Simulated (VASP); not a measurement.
# HgTe (Coloradoite) (F-43m) in VASP: notebook, part 2 of 2

VASP 6.6.1. Earlier steps stand in the parts before.

## (5) Single point, PBE

INCAR reads:

```
SYSTEM = HgTe
PREC = Accurate ; ENCUT = 520
EDIFF = 1E-6 ; ISMEAR = 0
SIGMA = 0.017 ; LREAL = .False.
LASPH = .True. ; NELM = 80
ALGO = Normal ; ISIF = 2
LWAVE = .False. ; LCHARG = .True.
GGA = PE ; LELF = .True.
LVHAR = .True. ; NBANDS = 16
```

KPOINTS reads:

```
regular mesh
0
Gamma
  7 7 7
  0 0 0
```

POSCAR reads:

```
HgTe
1.0
    0.0000000000      3.2145000000      3.2145000000
    3.2145000000      0.0000000000      3.2145000000
    3.2145000000      3.2145000000      0.0000000000
Hg Te
1 1
Direct
    0.0000000000      0.0000000000      0.0000000000
    0.7500000000      0.7500000000      0.7500000000
```

Potentials or basis: VASP PAW PBE potentials, release 64 (Hg, Te).

Command:

```console
$ cat potpaw_PBE.64/Hg/POTCAR potpaw_PBE.64/Te/POTCAR > POTCAR
$ mpirun -np 1 vasp_std > vasp.out
```

OUTCAR:

```text
SYSTEM = HgTe
   PREC = Accurate
   ENCUT = 520
   EDIFF = 1E-6
   ISMEAR = 0
   LREAL = .False.
   LASPH = .True.
   NELM = 80
   ISIF = 2
   GGA = PE

 ion  position               nearest neighbor table
   1  0.000  0.000  0.000-   2 2.78   2 2.78   2 2.78   2 2.78
   2  0.750  0.750  0.750-   1 2.78   1 2.78   1 2.78   1 2.78

  LATTYP: Found a face centered cubic cell.
 ALAT       =     6.4290000000

  Lattice vectors:

 A1 = (   0.0000000000,   3.2145000000,   3.2145000000)
 A2 = (   3.2145000000,   0.0000000000,   3.2145000000)
 A3 = (   3.2145000000,   3.2145000000,   0.0000000000)

Analysis of symmetry for initial positions (statically):
=====================================================================
 Subroutine PRICEL returns:
 Original cell was already a primitive cell.

 Routine SETGRP: Setting up the symmetry group for a
 face centered cubic supercell.

 Subroutine GETGRP returns: Found 24 space group operations
 (whereof 24 operations were pure point group operations)
 out of a pool of 48 trial point group operations.

The static configuration has the point symmetry T_d .

Analysis of symmetry for dynamics (positions and initial velocities):
=====================================================================
 Subroutine PRICEL returns:
 Original cell was already a primitive cell.

 Routine SETGRP: Setting up the symmetry group for a
 face centered cubic supercell.

 Subroutine GETGRP returns: Found 24 space group operations
 (whereof 24 operations were pure point group operations)
 out of a pool of 48 trial point group operations.

The dynamic configuration has the point symmetry T_d .

 Subroutine INISYM returns: Found 24 space group operations
 (whereof 24 operations are pure point group operations),
 and found     1 'primitive' translations

----------------------------------------------------------------------------------------

                                     Primitive cell

  volume of cell :      66.4309

  direct lattice vectors                    reciprocal lattice vectors
     0.000000000  3.214500000  3.214500000    -0.155545186  0.155545186  0.155545186
     3.214500000  0.000000000  3.214500000     0.155545186 -0.155545186  0.155545186
     3.214500000  3.214500000  0.000000000     0.155545186  0.155545186 -0.155545186

  length of vectors
     4.545989496  4.545989496  4.545989496     0.269412165  0.269412165  0.269412165

  position of ions in fractional coordinates (direct lattice)
     0.000000000  0.000000000  0.000000000
     0.750000000  0.750000000  0.750000000

  ion indices of the primitive-cell ions
   primitive index   ion index
                 1           1
                 2           2

----------------------------------------------------------------------------------------

 KPOINTS: regular mesh

Automatic generation of k-mesh.
 Grid dimensions read from file:
 generate k-points for:    7    7    7

 Generating k-lattice:

  Cartesian coordinates                     Fractional coordinates (reciprocal lattice)
    -0.022220741  0.022220741  0.022220741     0.142857143  0.000000000  0.000000000
     0.022220741 -0.022220741  0.022220741     0.000000000  0.142857143  0.000000000
     0.022220741  0.022220741 -0.022220741     0.000000000  0.000000000  0.142857143

  Length of vectors
     0.038487452  0.038487452  0.038487452

  Shift w.r.t. Gamma in fractional coordinates (k-lattice)
     0.000000000  0.000000000  0.000000000

 Subroutine IBZKPT returns following result:
 ===========================================

 Found     20 irreducible k-points:

 Following reciprocal coordinates:
            Coordinates               Weight
  0.000000  0.000000  0.000000      1.000000
  0.142857  0.000000  0.000000      8.000000
  0.285714  0.000000  0.000000      8.000000
  0.428571  0.000000  0.000000      8.000000
  0.142857  0.142857  0.000000      6.000000
  0.285714  0.142857  0.000000     24.000000
[... 12 lines left out ...]
 -0.428571  0.428571  0.142857     24.000000
 -0.285714  0.428571  0.142857     24.000000
   k-points           NKPTS =     20   k-points in BZ     NKDIM =     20   number of bands    NBANDS=     16
   number of dos      NEDOS =    301   number of ions     NIONS =      2
   total plane-waves  NPLWV =  46656
   dimension x,y,z NGX =    36 NGY =   36 NGZ =   36
   dimension x,y,z NGXF=    72 NGYF=   72 NGZF=   72
   ions per type =               1   1
   NGX,Y,Z   is equivalent  to a cutoff of  13.17, 13.17, 13.17 a.u.
   NGXF,Y,Z  is equivalent  to a cutoff of  26.33, 26.33, 26.33 a.u.
 SYSTEM =  HgTe
   PREC   = accura    normal or accurate (medium, high low for compatibility)
   ISTART =      0    job   : 0-new  1-cont  2-samecut
   ICHARG =      2    charge: 1-file 2-atom 10-const
   ISPIN  =      1    spin polarized calculation?
   LNONCOLLINEAR =      F non collinear calculations
   LSORBIT =      F    spin-orbit coupling
   LASPH  =      T    aspherical Exc in radial PAW
   ENCUT  =  520.0 eV  38.22 Ry    6.18 a.u.   8.45  8.45  8.45*2*pi/ulx,y,z
   NELM   =     80;   NELMIN=  2; NELMDL= -5     # of ELM steps
   EDIFF  = 0.1E-05   stopping-criterion for ELM
   LREAL  =      F    real-space projection
   EDIFFG = 0.1E-04   stopping-criterion for IOM
   NSW    =      0    number of steps for IOM
   IBRION =     -1    ionic relax: 0-MD 1-quasi-New 2-CG
   NFREE  =      0    steps in history (QN), initial steepest desc. (CG)
   ISIF   =      2    stress and relaxation
   ISYM   =      2    0-nonsym 1-usesym 2-fastsym
   POTIM  = 0.5000    time-step for ionic-motion
   TEBEG  =    0.0;   TEEND  =   0.0 temperature during run
   PSTRESS=    0.0 pullay stress
   NELECT =      18.0000    total number of electrons
   NUPDOWN=      -1.0000    fix difference up-down
   EMIN   =  10.00;   EMAX   =-10.00  energy-range for DOS
   EFERMI =   0.00;   METHOD = LEGACY
   ISMEAR =     0;   SIGMA  =   0.02  broadening in eV -4-tet -1-fermi 0-gaus
   EFERMI_NEDOS =   21; number of points for ismear=-14 and -15
   IALGO  =     38    algorithm
   IMIX   =      4    mixing-type and parameters
     AMIX     =   0.40;   BMIX     =  1.00
     AMIX_MAG =   1.60;   BMIX_MAG =  1.00
  volume/ion in A,a.u.               =      33.22       224.15
  Fermi-wavevector in a.u.,A,eV,Ry     =   1.059357  2.001894 15.268958  1.122237
  Thomas-Fermi vector in A             =   2.194699
   LORBIT       =      0    0 simple, 1 ext, 2 COOP (PROOUT), +10 PAW based schemes
   GGA     = PE    functional components
   LHFCALC =     F    Hartree Fock is set to
   AEXX    =    0.0000 exact exchange contribution
   IVDW    =     0    specifies the selected vdW correction
   LEPSILON=     F    determine dielectric tensor
   LRPA    =     F    only Hartree local field effects (RPA)
 non-spin polarized calculation
 Gauss-broadening in eV      SIGMA  =   0.02
  energy-cutoff  :      520.00
  volume of cell :       66.43
 maximum number of plane-waves:      1808
 NGX is ok and might be reduce to    36
   NGX = 17   NGY = 17   NGZ = 17

 number of electron      18.0000000 magnetization

 Free energy of the ion-electron system (eV)
  ---------------------------------------------------
  ext. energy  EPLUGINS =         0.00000000
  ---------------------------------------------------
  free energy    TOTEN  =        -3.55126141 eV

  energy without entropy =       -3.55118495  energy(sigma->0) =       -3.55122318

 E-fermi :   3.2800     XC(G=0):  -8.8172

 val. band max:        3.2747844709   @ k =   0.0000   0.0000   0.0000
 cond. band min:       4.0012275562   @ k =   0.4286   0.0000   0.0000
 fundamental gap:      0.7264430852
 Fermi energy:         3.2799621440

 k-point     1 :       0.0000    0.0000    0.0000
  band No.  band energies     occupation
      1      -8.8315      2.00000
      2      -4.1788      2.00000
      3      -4.1788      2.00000
      4      -4.1788      2.00000
      5      -3.6291      2.00000
      6      -3.6291      2.00000
[... 8 lines left out ...]
     15      12.8492      0.00000
     16      12.8492      0.00000
[... 343 lines left out ...]
 k-point    20 :      -0.2857    0.4286    0.1429
  band No.  band energies     occupation
      1      -8.0495      2.00000
      2      -3.9651      2.00000
      3      -3.9073      2.00000
      4      -3.6998      2.00000
      5      -3.6429      2.00000
      6      -3.0517      2.00000
[... 8 lines left out ...]
     15      13.3842      0.00000
     16      15.1675      0.00000

------------------------ aborting loop because EDIFF is reached ----------------------------------------

  FORCE on cell =-STRESS in cart. coord.  units (eV):
  Direction    XX          YY          ZZ          XY          YZ          ZX
  --------------------------------------------------------------------------------------
  -------------------------------------------------------------------------------------
  Total        1.9214351      1.9214351      1.9214351     -0.0000000     -0.0000000      0.0000000
  in kB       46.3410646     46.3410646     46.3410646     -0.0000000     -0.0000000      0.0000000
  external PRESSURE =      46.3410646 kB  Pullay stress =       0.0000000 kB

 VOLUME and BASIS-vectors are now :
 -----------------------------------------------------------------------------
  energy-cutoff  :      520.00
  volume of cell :       66.43
      direct lattice vectors                 reciprocal lattice vectors
     0.000000000  3.214500000  3.214500000    -0.155545186  0.155545186  0.155545186
     3.214500000  0.000000000  3.214500000     0.155545186 -0.155545186  0.155545186
     3.214500000  3.214500000  0.000000000     0.155545186  0.155545186 -0.155545186

 POSITION                                       TOTAL-FORCE (eV/Angst)
 -----------------------------------------------------------------------------------
      0.00000      0.00000      0.00000        -0.000000     -0.000000     -0.000000
      4.82175      4.82175      4.82175         0.000000      0.000000      0.000000
 -----------------------------------------------------------------------------------
    total drift:                                0.000000      0.000000      0.000000

  FREE ENERGIE OF THE ION-ELECTRON SYSTEM (eV)
  ---------------------------------------------------
  free  energy   TOTEN  =        -3.5512614075 eV

  energy  without entropy=       -3.5511849509  energy(sigma->0) =       -3.55122318
```

OSZICAR:

```text
N       E                     dE             d eps       ncg     rms          rms(c)
DAV:   1     0.105541640540E+03    0.10554E+03   -0.78884E+03   640   0.966E+02
DAV:   2    -0.141544458540E+00   -0.10568E+03   -0.97528E+02   736   0.228E+02
DAV:   3    -0.373577570967E+01   -0.35942E+01   -0.35870E+01   792   0.434E+01
DAV:   4    -0.376695882547E+01   -0.31183E-01   -0.31181E-01   944   0.382E+00
DAV:   5    -0.376703304321E+01   -0.74218E-04   -0.74218E-04   816   0.174E-01    0.796E+00
DAV:   6    -0.356014235133E+01    0.20689E+00   -0.40224E-01   728   0.868E+00    0.626E+00
DAV:   7    -0.355204669560E+01    0.80957E-02   -0.10298E-01   728   0.222E+00    0.223E+00
DAV:   8    -0.355120038462E+01    0.84631E-03   -0.11402E-02   704   0.123E+00    0.565E-01
DAV:   9    -0.355121785319E+01   -0.17469E-04   -0.72860E-04   808   0.313E-01    0.137E-01
DAV:  10    -0.355124792141E+01   -0.30068E-04   -0.86821E-05   736   0.814E-02    0.505E-02
DAV:  11    -0.355126393452E+01   -0.16013E-04   -0.38502E-05   768   0.485E-02    0.425E-02
DAV:  12    -0.355126160807E+01    0.23265E-05   -0.46832E-06   736   0.201E-02    0.208E-02
DAV:  13    -0.355126140745E+01    0.20062E-06   -0.70427E-07   536   0.432E-03
   1 F= -.35512614E+01 E0= -.35512232E+01  d E =-.764565E-04
```

stdout:

```text
POSCAR found type information on POSCAR HgTe
 POSCAR found :  2 types and       2 ions
 scaLAPACK will be used
 LDA part: xc-table for (Slater+PW92), standard interpolation
 POSCAR, INCAR and KPOINTS ok, starting setup
 FFT: planning ... GRIDC
 FFT: planning ... GRID_SOFT
 FFT: planning ... GRID
 WAVECAR not read
 entering main loop
```

It took 55 s on 1 thread of AMD EPYC 7R13, shared host; peak memory 0.18 GiB.

Results:

```
Free energy            : -3.5513 eV
Pressure               : 4.6 GPa
Band gap on the k mesh : zero (filled and empty bands touch)
```

Levels at points of the mesh, in eV from the Fermi level:
| k point | band 5 | band 6 | band 7 | band 8 | band 9 | band 10 | band 11 | band 12 | band 13 | band 14 |
| --- | --- | --- | --- | --- | --- | --- | --- | --- | --- | --- |
| (0.00, 0.00, 0.00) | -6.91 | -6.91 | -0.69 | -0.01 | -0.01 | -0.01 | 4.19 | 4.19 | 4.19 | 6.47 |

Caveat: spin-orbit coupling is left out, which moves the levels of the heavy elements.

## (6) Summary

```csv
level,k mesh,smearing,grid for exact exchange (PRECFOCK),share of exact exchange,gap on the mesh (eV),pressure (GPa)
r2SCAN-based global hybrid,4 × 4 × 4,fermi-dirac 0.05 eV,Normal,0.5,2.15,0.8
PBE,7 × 7 × 7,gaussian 0.015 eV,-,-,none,4.6
PBE,7 × 7 × 7,gaussian 0.016 eV,-,-,none,4.6
PBE,7 × 7 × 7,gaussian 0.017 eV,-,-,none,4.6
```

Alike in all rows: task single point; potentials or basis VASP PAW PBE potentials, release 64 (Hg, Te); no spin polarisation; cell as given; cutoff (eV) 520.

Caveats: some runs use coarse meshes; spin-orbit coupling is left out, which moves the levels of the heavy elements; the PAW data sets were made with another functional, which shifts forces and pressure a little (some runs).

Total energies depend on the potentials used, so only differences within one code and one set of settings carry meaning.
